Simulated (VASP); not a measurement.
# GaP (F-43m) in VASP: a series of runs, part 2 of 2

VASP 6.6.1.

## 4. Single point, r2SCAN

Contents of POSCAR:

```
GaP
1.0
    0.0000000000      2.7254102033      2.7254102033
    2.7254102033      0.0000000000      2.7254102033
    2.7254102033      2.7254102033      0.0000000000
Ga P
1 1
Direct
    0.0000000000      0.0000000000      0.0000000000
    0.2500000000      0.2500000000      0.2500000000
```

Contents of INCAR.step1:

```
SYSTEM = GaP
PREC     = Accurate       ! precision mode
ENCUT    = 520            ! plane-wave cutoff, eV
ISMEAR   = 0              ! smearing method
SIGMA    = 0.01           ! smearing width, eV
LREAL    = .False.        ! projectors in reciprocal space
LASPH    = .True.         ! aspherical terms in the spheres
NELM     = 60             ! most SCF steps
NBANDS   = 16             ! bands
GGA      = PE             ! functional
ALGO     = Normal         ! electronic algorithm
EDIFF    = 1E-4           ! SCF threshold, eV
LWAVE    = .True.         ! write WAVECAR
LCHARG   = .False.        ! write CHGCAR
```

Contents of INCAR.step2:

```
SYSTEM = GaP
PREC     = Accurate       ! precision mode
ENCUT    = 520            ! plane-wave cutoff, eV
EDIFF    = 1E-6           ! SCF threshold, eV
ISMEAR   = 0              ! smearing method
SIGMA    = 0.01           ! smearing width, eV
LREAL    = .False.        ! projectors in reciprocal space
LASPH    = .True.         ! aspherical terms in the spheres
NELM     = 60             ! most SCF steps
ALGO     = Normal         ! electronic algorithm
ISIF     = 2              ! what is computed and relaxed
LWAVE    = .False.        ! write WAVECAR
LCHARG   = .False.        ! write CHGCAR
METAGGA  = R2SCAN         ! meta-GGA
LMIXTAU  = .True.       
NBANDS   = 16             ! bands
ISTART   = 1
```

Contents of KPOINTS:

```
regular mesh
0
Gamma
  6 6 6
  0 0 0
```

Potentials or basis: VASP PAW PBE potentials, release 64 (Ga_d, P).

The run is started by

```sh
$ cat potpaw_PBE.64/Ga_d/POTCAR potpaw_PBE.64/P/POTCAR > POTCAR
$ cp INCAR.step1 INCAR
$ mpirun -np 1 vasp_std > vasp.out
$ cp INCAR.step2 INCAR
$ mpirun -np 1 vasp_std > vasp.out
```

OUTCAR:

```text
SYSTEM = GaP
   PREC = Accurate
   ENCUT = 520
   EDIFF = 1E-6
   ISMEAR = 0
   LREAL = .False.
   LASPH = .True.
   NELM = 60
   ISIF = 2
   METAGGA = R2SCAN
   ISTART = 1

 ion  position               nearest neighbor table
   1  0.000  0.000  0.000-   2 2.36   2 2.36   2 2.36   2 2.36
   2  0.250  0.250  0.250-   1 2.36   1 2.36   1 2.36   1 2.36

  LATTYP: Found a face centered cubic cell.
 ALAT       =     5.4508204066

  Lattice vectors:

 A1 = (   0.0000000000,   2.7254102033,   2.7254102033)
 A2 = (   2.7254102033,   0.0000000000,   2.7254102033)
 A3 = (   2.7254102033,   2.7254102033,   0.0000000000)

Analysis of symmetry for initial positions (statically):
=====================================================================
 Subroutine PRICEL returns:
 Original cell was already a primitive cell.

 Routine SETGRP: Setting up the symmetry group for a
 face centered cubic supercell.

 Subroutine GETGRP returns: Found 24 space group operations
 (whereof 24 operations were pure point group operations)
 out of a pool of 48 trial point group operations.

The static configuration has the point symmetry T_d .

Analysis of symmetry for dynamics (positions and initial velocities):
=====================================================================
 Subroutine PRICEL returns:
 Original cell was already a primitive cell.

 Routine SETGRP: Setting up the symmetry group for a
 face centered cubic supercell.

 Subroutine GETGRP returns: Found 24 space group operations
 (whereof 24 operations were pure point group operations)
 out of a pool of 48 trial point group operations.

The dynamic configuration has the point symmetry T_d .

 Subroutine INISYM returns: Found 24 space group operations
 (whereof 24 operations are pure point group operations),
 and found     1 'primitive' translations

[... 103 lines left out ...]
   IMIX   =      4    mixing-type and parameters
     AMIX     =   0.40;   BMIX     =  1.00
     AMIX_MAG =   1.60;   BMIX_MAG =  1.00
  volume/ion in A,a.u.               =      20.24       136.61
  Fermi-wavevector in a.u.,A,eV,Ry     =   1.249464  2.361145 21.240879  1.561161
  Thomas-Fermi vector in A             =   2.383503
   LORBIT       =      0    0 simple, 1 ext, 2 COOP (PROOUT), +10 PAW based schemes
   METAGGA = R2SCAN    functional components
   LHFCALC =     F    Hartree Fock is set to
   AEXX    =    0.0000 exact exchange contribution
   IVDW    =     0    specifies the selected vdW correction
   LEPSILON=     F    determine dielectric tensor
   LRPA    =     F    only Hartree local field effects (RPA)
 non-spin polarized calculation
 Gauss-broadening in eV      SIGMA  =   0.01
  energy-cutoff  :      520.00
  volume of cell :       40.49
 maximum number of plane-waves:      1113
 NGX is ok and might be reduce to    30
   NGX = 15   NGY = 15   NGZ = 15

 number of electron      17.9999989 magnetization

 Free energy of the ion-electron system (eV)
  ---------------------------------------------------
  ext. energy  EPLUGINS =         0.00000000
  ---------------------------------------------------
  free energy    TOTEN  =       -21.45100773 eV

  energy without entropy =      -21.45100773  energy(sigma->0) =      -21.45100773

 E-fermi :   4.5143     XC(G=0): -10.5459

 val. band max:        4.4655623939   @ k =   0.0000   0.0000   0.0000
 cond. band min:       6.3749387588   @ k =   0.5000   0.5000   0.0000
 fundamental gap:      1.9093763649
 Fermi energy:         4.5142618656

 k-point     1 :       0.0000    0.0000    0.0000
  band No.  band energies     occupation
      1     -10.5296      2.00000
      2     -10.5296      2.00000
      3     -10.5295      2.00000
      4     -10.4160      2.00000
      5     -10.4160      2.00000
      6      -8.5550      2.00000
[... 281 lines left out ...]
      3     -10.4639      2.00000
      4     -10.4384      2.00000
      5     -10.4018      2.00000
      6      -5.3875      2.00000
[... 8 lines left out ...]
     15      17.0455      0.00000
     16      18.8508      0.00000

------------------------ aborting loop because EDIFF is reached ----------------------------------------

  FORCE on cell =-STRESS in cart. coord.  units (eV):
  Direction    XX          YY          ZZ          XY          YZ          ZX
  --------------------------------------------------------------------------------------
  -------------------------------------------------------------------------------------
  Total        0.0004298      0.0004298      0.0004298     -0.0000000     -0.0000000      0.0000000
  in kB        0.0170072      0.0170072      0.0170072     -0.0000000     -0.0000000      0.0000000
  external PRESSURE =       0.0170072 kB  Pullay stress =       0.0000000 kB

 VOLUME and BASIS-vectors are now :
 -----------------------------------------------------------------------------
  energy-cutoff  :      520.00
  volume of cell :       40.49
      direct lattice vectors                 reciprocal lattice vectors
     0.000000000  2.725410203  2.725410203    -0.183458622  0.183458622  0.183458622
     2.725410203  0.000000000  2.725410203     0.183458622 -0.183458622  0.183458622
     2.725410203  2.725410203  0.000000000     0.183458622  0.183458622 -0.183458622

 POSITION                                       TOTAL-FORCE (eV/Angst)
 -----------------------------------------------------------------------------------
      0.00000      0.00000      0.00000        -0.000000      0.000000     -0.000000
      1.36271      1.36271      1.36271         0.000000     -0.000000      0.000000
 -----------------------------------------------------------------------------------
    total drift:                                0.000010      0.000010      0.000010

  FREE ENERGIE OF THE ION-ELECTRON SYSTEM (eV)
  ---------------------------------------------------
  free  energy   TOTEN  =       -21.4510077251 eV

  energy  without entropy=      -21.4510077251  energy(sigma->0) =      -21.45100773
```

Run time: 2.4 min. Hardware: 1 thread of AMD EPYC 7R13, shared host; peak memory 0.14 GiB.

Results:

```
Free energy            : -21.4510 eV
Pressure               : 0.0 GPa
Band gap on the k mesh : 1.91 eV, indirect (least direct gap 2.34 eV)
```

Levels at points of the mesh, in eV from the valence-band top:
```
           k point  band 7  band 8  band 9  band 10  band 11  band 12
(0.00, 0.00, 0.00)    0.00    0.00    0.00     2.34     4.19     4.19
(0.50, 0.00, 0.00)   -6.85   -1.17   -1.17     2.04     5.05     5.05
(0.50, 0.50, 0.00)   -6.96   -2.80   -2.80     1.91     2.10    11.35
```

Caveat: the PAW data sets were made with another functional, which shifts forces and pressure a little.

## 5. Single point, PBE

Contents of INCAR:

```
SYSTEM = GaP
PREC = Accurate
ENCUT = 520
EDIFF = 1E-6
ISMEAR = 0
SIGMA = 0.01
LREAL = .FALSE.
LASPH = .TRUE.
NELM = 80
ALGO = Normal
ISIF = 2
LWAVE = .FALSE.
LCHARG = .FALSE.
GGA = PE
NBANDS = 16
```

Contents of KPOINTS:

```
regular mesh
0
G
  8 8 8
  0 0 0
```

POSCAR is that of step 4.

The run is started by

```sh
$ cat potpaw_PBE.64/Ga_d/POTCAR potpaw_PBE.64/P/POTCAR > POTCAR
$ mpirun -np 1 vasp_std > vasp.out
```

Run time: 48 s. Hardware: 1 thread of AMD EPYC 7R13, shared host; peak memory 0.14 GiB.

The run converged. Its results:

```yaml
Free_energy: -9.1162 eV
Pressure: 2.4 GPa
Band_gap_on_the_k_mesh: 1.64 eV, indirect (least direct gap 1.82 eV)
```

Levels at points of the mesh, in eV from the valence-band top:
```csv
k point,band 6,band 7,band 8,band 9,band 10,band 11,band 12,band 13
"(0.00, 0.00, 0.00)",-12.49,0.00,0.00,0.00,1.82,3.89,3.89,3.89
"(0.50, 0.00, 0.00)",-10.42,-6.63,-1.12,-1.12,1.67,4.72,4.72,8.29
"(0.50, 0.50, 0.00)",-9.53,-6.75,-2.68,-2.68,1.66,1.82,10.60,10.60
```

## 6. The runs side by side

| level | k mesh | gap on the mesh (eV) | pressure (GPa) |
| --- | --- | --- | --- |
| PBE | 6 × 6 × 6 | 1.65 | 2.4 |
| r2SCAN | 6 × 6 × 6 | 1.91 | 0.0 |
| PBE | 8 × 8 × 8 | 1.64 | 2.4 |

Alike in all rows: task single point; potentials or basis VASP PAW PBE potentials, release 64 (Ga_d, P); no spin polarisation; cell as given; cutoff (eV) 520; smearing gaussian 0.01 eV.

On the cell as given the gap runs from 1.64 eV (PBE) to 1.91 eV (r2SCAN); the meshes differ, which moves gaps too. The pressure there spans 0.0 GPa (r2SCAN) to 2.4 GPa (PBE); a positive pressure means that this level wants a larger cell, a negative one a smaller.

Caveats: the PAW data sets were made with another functional, which shifts forces and pressure a little (some runs).

Total energies depend on the potentials used, so only differences within one code and one set of settings carry meaning.

## 7. Comparison with measurements

Step 2. Measured gap of GaP: 2.34 eV (indirect; 10 K; quoted in “Stacking defects in GaP nanowires: Electronic structure and optical properties”, 2018, arxiv:1810.01194). This calculation gives 1.65 eV (-0.69 eV). Spin-orbit coupling on Ga is left out. The value is that of PBE on a finite k mesh, which can miss the band edges, without temperature or zero-point motion. Semilocal functionals fall short of measured gaps as a rule.

Step 3. Measured gap of GaP: 2.34 eV (indirect; 10 K; quoted in “Stacking defects in GaP nanowires: Electronic structure and optical properties”, 2018, arxiv:1810.01194). This calculation gives 1.65 eV (-0.69 eV). Spin-orbit coupling on Ga is left out. The value is that of PBE on a finite k mesh, which can miss the band edges, without temperature or zero-point motion. Semilocal functionals fall short of measured gaps as a rule.

Step 4. Measured gap of GaP: 2.34 eV (indirect; 10 K; quoted in “Stacking defects in GaP nanowires: Electronic structure and optical properties”, 2018, arxiv:1810.01194). This calculation gives 1.91 eV (-0.43 eV). Spin-orbit coupling on Ga is left out. The value is that of r2SCAN on a finite k mesh, which can miss the band edges, without temperature or zero-point motion.

Step 5. Measured gap of GaP: 2.34 eV (indirect; 10 K; quoted in “Stacking defects in GaP nanowires: Electronic structure and optical properties”, 2018, arxiv:1810.01194). This calculation gives 1.64 eV (-0.70 eV). Spin-orbit coupling on Ga is left out. The value is that of PBE on a finite k mesh, which can miss the band edges, without temperature or zero-point motion. Semilocal functionals fall short of measured gaps as a rule.
